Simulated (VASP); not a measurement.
Wanted: the native input for a VASP 6.6.1 run.

```yaml
Task: single point
Functional: r2SCAN
Potentials_or_basis: VASP PAW PBE potentials, release 64 (Sb, Zn, Na_pv)
Cutoff: 520 eV
k_mesh: 3 × 3 × 3
Occupations: fermi-dirac, width 0.1 eV
Spin: collinear spin
Starting_moments: "[0.2, 0.2, 0.2, 0.2, 0.2, 0.2, 0.2, 0.2] μB"
Dipole_correction: no
Further_INCAR_settings: ALGO = Normal; EDIFF = 1e-06; NBANDS = 45
```

The system is Na2ZnSb.

```
CELL_PARAMETERS angstrom
4.84982 3.91470 0.00000
4.84982 -3.91470 0.00000
0.00000 0.00000 -5.80383
ATOMIC_POSITIONS crystal
Sb 0.76858 0.23142 0.75000
Sb 0.23142 0.76858 0.25000
Zn 0.50000 0.50000 0.00000
Zn 0.50000 0.50000 0.50000
Na 0.31534 0.03424 0.75000
Na 0.68466 0.96576 0.25000
Na 0.03424 0.31534 0.25000
Na 0.96576 0.68466 0.75000
```

One way to write it, as run:

POSCAR

```
Na2ZnSb
1.0
    4.8498220000      3.9147000000      0.0000000000
    4.8498220000     -3.9147000000      0.0000000000
    0.0000000000      0.0000000000     -5.8038310000
Sb Zn Na
2 2 4
Direct
    0.7685800000      0.2314200000      0.7500000000
    0.2314200000      0.7685800000      0.2500000000
    0.5000000000      0.5000000000      0.0000000000
    0.5000000000      0.5000000000      0.5000000000
    0.3153400000      0.0342400000      0.7500000000
    0.6846600000      0.9657600000      0.2500000000
    0.0342400000      0.3153400000      0.2500000000
    0.9657600000      0.6846600000      0.7500000000
```

INCAR.step1

```
PREC = Accurate
ENCUT = 520
ISMEAR = -1
SIGMA = 0.1
LREAL = F
LASPH = T
NELM = 150
ISPIN = 2
MAGMOM = 0.2 0.2 0.2 0.2 0.2 0.2 0.2 0.2
NBANDS = 45
GGA = PE
ALGO = Normal
EDIFF = 1E-4
LWAVE = T
LCHARG = F
```

INCAR.step2

```
PREC = Accurate
ENCUT = 520
EDIFF = 1E-6
ISMEAR = -1
SIGMA = 0.1
LREAL = F
LASPH = T
NELM = 150
ALGO = Normal
ISIF = 2
LWAVE = F
LCHARG = F
ISPIN = 2
MAGMOM = 0.2 0.2 0.2 0.2 0.2 0.2 0.2 0.2
LORBIT = 11
METAGGA = R2SCAN
LMIXTAU = T
NBANDS = 45
ISTART = 1
```

KPOINTS

```
regular mesh
0
Gamma
  3 3 3
```

Potentials or basis: VASP PAW PBE potentials, release 64 (Sb, Zn, Na_pv).

The run is started by

```console
$ cat potpaw_PBE.64/Sb/POTCAR potpaw_PBE.64/Zn/POTCAR potpaw_PBE.64/Na_pv/POTCAR > POTCAR
$ cp INCAR.step1 INCAR
$ mpirun -np 1 vasp_std > vasp.out
$ cp INCAR.step2 INCAR
$ mpirun -np 1 vasp_std > vasp.out
```

Results of the run:

The pressure is -0.4 GPa and the largest force is 1.018 eV/Å. The band gap on the k mesh is zero (filled and empty bands overlap). The net moment is 0.00 μB per cell and the valence electrons inside the program's atomic spheres are Sb 2.48; Zn 10.75; Na 6.03.

Caveat: the k points lie up to 0.36 Å⁻¹ apart, too coarse for converged energies and pressures of a metal; the PAW data sets were made with another functional, which shifts forces and pressure a little; spin-orbit coupling is left out, which moves the levels of the heavy elements.

Wall time 6.1 min on 1 thread of AMD EPYC 9R45 96-Core Processor (Zen 5) (shared host), peak memory 0.49 GiB.
